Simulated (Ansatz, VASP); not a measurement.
**SiC in VASP and in Ansatz**

```
Si C
1.0
     0.00000    2.23935    2.23935
     2.17814    0.06121    2.17814
     2.17814    2.17814    0.06121
Si C
1 1
Direct
  0.00000 0.00000 0.00000
  0.75000 0.75000 0.75000
```

Change from the starting cell: strain +0.0562 x Voigt [0, 0, 0, 1, 0, 0], atoms carried along.

Alike in both runs: task single point; functional r2SCAN; k mesh 10 × 10 × 10; occupations gaussian, width 0.05 eV; no spin polarisation.

```csv
,VASP,Ansatz
version,VASP 6.6.1,Ansatz 0.2.0
potentials or method,"VASP PAW PBE potentials, release 64 (Si, C), cutoff 520 eV","scalar-relativistic, plane waves, PAW"
valence electrons in the cell,8,8
```

|  | VASP | Ansatz | Ansatz less VASP |
| --- | --- | --- | --- |
| gap on the k mesh at the Fermi level (eV) | 1.42 | 1.42 | -0.008 |
| least direct gap on the mesh (eV) | 4.47 | 4.46 | -0.010 |
| pressure (GPa) | 0.8 | 0.9 | +0.19 |
| traceless stress, the component that is largest in VASP (GPa) | -16.09 | -16.02 | +0.068 |
| rms of the force components (eV/Å) | 0.249 | 0.251 | +0.0022 |

VASP's potentials were made for PBE, not for r2SCAN. Atom by atom the forces differ by 0.002 eV/Å (rms over components). With one functional, cell and mesh, what is left measures potentials, basis and numerics.
